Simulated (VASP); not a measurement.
Wanted: the native input for a VASP 6.6.1 run.

- Task: single point
- Functional: r2SCAN
- Potentials or basis: VASP PAW PBE potentials, release 64 (Al, N)
- Cutoff: 580 eV
- k mesh: 1 × 1 × 1, shifted
- Occupations: fermi-dirac, width 0.05 eV
- Spin: no spin polarisation
- Dipole correction: no
- Further INCAR settings: LREAL = Auto; ALGO = Normal; EDIFF = 1e-06; NBANDS = 241; ISYM = -1

The system is AlN (a cell with a defect).

```
Al N
1.0
     9.34145    0.00000    0.00000
     0.00000   10.78657    0.00000
     0.00000    0.00000    9.96706
Al N
47 47
Cartesian
  1.5306 0.8669 2.4970
  1.5447 0.8937 7.4605
  9.3401 3.6123 2.5030
  9.3402 3.5999 7.4575
  4.6695 0.8855 2.4994
  4.6695 0.8875 7.4591
  2.8287 3.4203 2.6249
  3.0798 3.5698 7.3711
  1.5543 6.2995 2.4974
  1.5545 6.2952 7.4622
  9.3401 8.9720 2.4877
  9.3401 8.9804 7.4678
  7.8080 0.8667 2.4968
  7.7941 0.8937 7.4604
  6.5101 3.4199 2.6252
  6.2596 3.5696 7.3707
  4.6691 6.6456 2.6237
  4.6694 6.3366 7.3686
  3.0885 9.0236 2.4943
  3.1068 8.9981 7.4621
  7.7848 6.2997 2.4978
  7.7844 6.2952 7.4622
  6.2502 9.0236 2.4941
  6.2320 8.9982 7.4622
  9.3402 1.8200 4.9634
  9.3404 1.8048 9.9473
  3.1175 1.7868 4.9735
  3.1102 1.7882 9.9345
  1.5749 4.5058 4.9770
  1.5581 4.4955 9.9303
  9.3406 7.1857 4.9779
  9.3404 7.1853 9.9526
  6.2214 1.7869 4.9733
  6.2293 1.7881 9.9347
  4.6699 4.4954 9.2251
  3.1071 7.1938 4.9748
  3.1104 7.1980 9.9347
  1.5395 9.8860 4.9841
  1.5489 9.8860 9.9425
  7.7644 4.5062 4.9769
  7.7814 4.4954 9.9307
  6.2324 7.1938 4.9750
  6.2290 7.1979 9.9346
  4.6696 9.8697 4.9691
  4.6697 9.8837 9.9503
  7.7998 9.8860 4.9840
  7.7905 9.8860 9.9424
  9.3401 1.8150 1.8956
  9.3402 1.8054 6.8722
  3.1124 1.7645 1.8701
  3.1076 1.7652 6.8744
  1.5536 4.5126 1.8652
  1.5412 4.5063 6.8762
  9.3402 7.1808 1.8879
  9.3402 7.1896 6.8793
  6.2264 1.7645 1.8702
  6.2313 1.7651 6.8740
  4.6696 4.4953 7.2965
  3.0898 7.2080 1.8681
  3.0911 7.2110 6.8740
  1.5388 9.8824 1.8778
  1.5453 9.8857 6.8845
  7.7851 4.5127 1.8659
  7.7983 4.5065 6.8758
  6.2491 7.2078 1.8681
  6.2478 7.2111 6.8741
  4.6695 9.8772 1.8928
  4.6695 9.8786 6.8746
  7.8001 9.8826 1.8778
  7.7936 9.8858 6.8845
  1.5373 0.8751 4.3851
  1.5465 0.8943 9.3660
  9.3393 3.6252 4.3864
  9.3403 3.5991 9.3640
  4.6693 0.8759 4.3824
  4.6696 0.8927 9.3649
  2.9779 3.5048 4.3756
  3.0697 3.5636 9.3726
  1.5505 6.3018 4.3811
  1.5567 6.2933 9.3651
  9.3403 8.9752 4.3836
  9.3403 8.9788 9.3676
  7.8014 0.8752 4.3849
  7.7926 0.8941 9.3658
  6.3600 3.5056 4.3755
  6.2698 3.5633 9.3725
  4.6698 6.4733 4.3754
  4.6696 6.3482 9.3711
  3.0860 9.0129 4.3845
  3.1085 8.9983 9.3657
  7.7892 6.3025 4.3816
  7.7824 6.2931 9.3651
  6.2531 9.0128 4.3844
  6.2306 8.9982 9.3658
```

These files were run (other wordings do the same):

POSCAR

```
AlN
1.0
    9.3414480000      0.0000000000      0.0000000000
    0.0000000000     10.7865750000      0.0000000000
    0.0000000000      0.0000000000      9.9670570000
Al N
47 47
Direct
    0.1638550000      0.0803680000      0.2505230000
    0.1653600000      0.0828520000      0.7485130000
    0.9998590000      0.3348890000      0.2511250000
    0.9998690000      0.3337420000      0.7482150000
    0.4998650000      0.0820930000      0.2507620000
    0.4998660000      0.0822780000      0.7483760000
    0.3028160000      0.3170930000      0.2633620000
    0.3296910000      0.3309480000      0.7395460000
    0.1663830000      0.5840110000      0.2505620000
    0.1664120000      0.5836160000      0.7486830000
    0.9998510000      0.8317790000      0.2495940000
    0.9998590000      0.8325560000      0.7492500000
    0.8358420000      0.0803530000      0.2505010000
    0.8343560000      0.0828550000      0.7485010000
    0.6969050000      0.3170540000      0.2633840000
    0.6700930000      0.3309330000      0.7395090000
    0.4998310000      0.6161030000      0.2632370000
    0.4998560000      0.5874520000      0.7392950000
    0.3306250000      0.8365580000      0.2502500000
    0.3325870000      0.8341970000      0.7486770000
    0.8333580000      0.5840290000      0.2506090000
    0.8333230000      0.5836110000      0.7486820000
    0.6690800000      0.8365580000      0.2502380000
    0.6671330000      0.8342000000      0.7486860000
    0.9998650000      0.1687240000      0.4979810000
    0.9998830000      0.1673190000      0.9980200000
    0.3337330000      0.1656530000      0.4989950000
    0.3329410000      0.1657770000      0.9967370000
    0.1685900000      0.4177270000      0.4993500000
    0.1667920000      0.4167720000      0.9963130000
    0.9999100000      0.6661690000      0.4994310000
    0.9998860000      0.6661380000      0.9985460000
    0.6660010000      0.1656610000      0.4989770000
    0.6668480000      0.1657680000      0.9967500000
    0.4999110000      0.4167550000      0.9255560000
    0.3326190000      0.6669190000      0.4991270000
    0.3329690000      0.6673130000      0.9967560000
    0.1647980000      0.9165140000      0.5000570000
    0.1658100000      0.9165140000      0.9975370000
    0.8311790000      0.4177590000      0.4993380000
    0.8329940000      0.4167590000      0.9963490000
    0.6671730000      0.6669200000      0.4991430000
    0.6668080000      0.6673010000      0.9967480000
    0.4998790000      0.9149940000      0.4985520000
    0.4998900000      0.9162950000      0.9983200000
    0.8349720000      0.9165140000      0.5000490000
    0.8339680000      0.9165110000      0.9975290000
    0.9998540000      0.1682650000      0.1901870000
    0.9998660000      0.1673740000      0.6894960000
    0.3331870000      0.1635800000      0.1876330000
    0.3326710000      0.1636520000      0.6897170000
    0.1663150000      0.4183580000      0.1871410000
    0.1649800000      0.4177730000      0.6898960000
    0.9998680000      0.6657200000      0.1894130000
    0.9998620000      0.6665310000      0.6902020000
    0.6665340000      0.1635840000      0.1876400000
    0.6670560000      0.1636410000      0.6896720000
    0.4998840000      0.4167500000      0.7320570000
    0.3307600000      0.6682410000      0.1874320000
    0.3308970000      0.6685140000      0.6896760000
    0.1647310000      0.9161720000      0.1884040000
    0.1654210000      0.9164780000      0.6907270000
    0.8333960000      0.4183670000      0.1872110000
    0.8348030000      0.4177880000      0.6898560000
    0.6689690000      0.6682240000      0.1874300000
    0.6688210000      0.6685250000      0.6896800000
    0.4998660000      0.9156950000      0.1899070000
    0.4998680000      0.9158260000      0.6897350000
    0.8350000000      0.9161910000      0.1884000000
    0.8343030000      0.9164890000      0.6907220000
    0.1645700000      0.0811290000      0.4399570000
    0.1655540000      0.0829100000      0.9396980000
    0.9997730000      0.3360820000      0.4400860000
    0.9998730000      0.3336650000      0.9394920000
    0.4998460000      0.0812010000      0.4396880000
    0.4998800000      0.0827560000      0.9395810000
    0.3187820000      0.3249220000      0.4390090000
    0.3286150000      0.3303730000      0.9403570000
    0.1659800000      0.5842270000      0.4395610000
    0.1666460000      0.5834420000      0.9396020000
    0.9998750000      0.8320750000      0.4398090000
    0.9998800000      0.8324070000      0.9398600000
    0.8351330000      0.0811390000      0.4399390000
    0.8341980000      0.0828930000      0.9396770000
    0.6808400000      0.3249940000      0.4390010000
    0.6711820000      0.3303420000      0.9403470000
    0.4998970000      0.6001260000      0.4389850000
    0.4998790000      0.5885310000      0.9402080000
    0.3303570000      0.8355710000      0.4398990000
    0.3327660000      0.8342150000      0.9396650000
    0.8338340000      0.5842890000      0.4396090000
    0.8331030000      0.5834230000      0.9396010000
    0.6693900000      0.8355560000      0.4398860000
    0.6669890000      0.8342040000      0.9396710000
```

INCAR.step1

```
PREC = Accurate ; ENCUT = 580
ISMEAR = -1 ; SIGMA = 0.05
LREAL = Auto ; LASPH = T
NELM = 120 ; ISYM = -1
NBANDS = 241 ; GGA = PE
ALGO = Normal ; EDIFF = 1E-5
LWAVE = T ; LCHARG = F
GGA_COMPAT = F
```

INCAR.step2

```
PREC = Accurate ; ENCUT = 580
EDIFF = 1E-6 ; ISMEAR = -1
SIGMA = 0.05 ; LREAL = Auto
LASPH = T ; NELM = 120
ALGO = Normal ; ISIF = 2
LWAVE = F ; LCHARG = F
METAGGA = R2SCAN ; LMIXTAU = T
ISYM = -1 ; NBANDS = 241
ISTART = 1 ; GGA_COMPAT = F
```

KPOINTS

```
explicit points
1
Reciprocal
  0.25000000   0.25000000   0.25000000 1
```

Potentials or basis: VASP PAW PBE potentials, release 64 (Al, N).

Launch:

```bash
$ cat potpaw_PBE.64/Al/POTCAR potpaw_PBE.64/N/POTCAR > POTCAR
$ cp INCAR.step1 INCAR
$ mpirun -np 1 vasp_std > vasp.out
$ cp INCAR.step2 INCAR
$ mpirun -np 1 vasp_std > vasp.out
```

It gave:

```json
{"Pressure": "0.9 GPa", "Largest force": "0.237 eV/Å", "Band gap on the k mesh": "1.45 eV"}
```

Caveat: the PAW data sets were made with another functional, which shifts forces and pressure a little.

Wall time 25 min on 1 thread of Intel(R) Xeon(R) 6975P-C (Granite Rapids) (shared host), peak memory 1.3 GiB.
